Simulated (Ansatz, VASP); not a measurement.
**Two plane-wave programs on Sb**

Contents of POSCAR:

```
Sb
1.0
   -1.8713408863      1.8713408863      1.8713408863
    1.8713408863     -1.8713408863      1.8713408863
    1.8713408863      1.8713408863     -1.8713408863
Sb
1
Direct
    0.0000000000      0.0000000000      0.0000000000
```

INCAR.step1

```
SYSTEM = Sb
ALGO = Normal
EDIFF = 1E-5
ENCUT = 520
GGA = PE
GGA_COMPAT = .False.
ISIF = 2
ISMEAR = -1
LASPH = .True.
LORBIT = 11
LORBMOM = .True.
LREAL = .False.
LSORBIT = .True.
LWAVE = .True.
MAGMOM = 0 0 0
NBANDS = 16
NELM = 150
PREC = Accurate
SIGMA = 0.05
```

INCAR.step2

```
SYSTEM = Sb
ALGO = Normal
EDIFF = 1E-6
ENCUT = 520
GGA = PE
GGA_COMPAT = .False.
HFSCREEN = 0.2079
ISIF = 2
ISMEAR = -1
ISTART = 1
LASPH = .True.
LCHARG = .True.
LHFCALC = .True.
LORBIT = 11
LORBMOM = .True.
LREAL = .False.
LSORBIT = .True.
LVHAR = .True.
LWAVE = .False.
MAGMOM = 0 0 0
NBANDS = 16
NELM = 150
PREC = Accurate
PRECFOCK = Normal
SIGMA = 0.05
```

File KPOINTS:

```
k-points
0
Gamma
  4 4 4
  0 0 0
```

Contents of input:

```
crystal:
  lattice:
    - [-1.8713408863, 1.8713408863, 1.8713408863]
    - [1.8713408863, -1.8713408863, 1.8713408863]
    - [1.8713408863, 1.8713408863, -1.8713408863]
  atoms:
    - { symbol: Sb, position: [0.0, 0.0, 0.0] }
hamiltonian:
  xc: hse06
  pseudopotentials: { kind: paw_fr }
magnetization:
  noncollinear: true
  spin_orbit: true
kpoints:
  mp_grid: { grid: [4, 4, 4] }
scf:
  occupations: { method: fermi_dirac, width: 0.05 }
output:
  forces: true
  stress: true
  eigenvalues: true
  write_density: true
  write_potential: true
  elf: true
  volumetric_format: npy
```

Alike in both runs: task single point; functional HSE06; k mesh 4 × 4 × 4; occupations fermi-dirac, width 0.05 eV; non-collinear spin, spin-orbit coupling.

|  | VASP | Ansatz |
| --- | --- | --- |
| version | VASP 6.6.1 | Ansatz 0.2.0 |
| potentials or method | VASP PAW PBE potentials, release 64 (Sb) | Ansatz PAW |
| plane-wave cutoff (eV) | 520 | 420 |
| valence electrons in the cell | 5 | 15 |

Ansatz gave:

* pressure (GPa): -2.4
* net moment per atom (μB): 0.00

Estimate VASP's values.

pressure (GPa): -3.7; net moment per atom (μB): 0.00.

VASP's potentials hold 5 valence electrons a cell and Ansatz's 15, so a difference there can come from the potentials and not from the codes.

The k mesh is coarse, so the values compare programs but aren't converged.
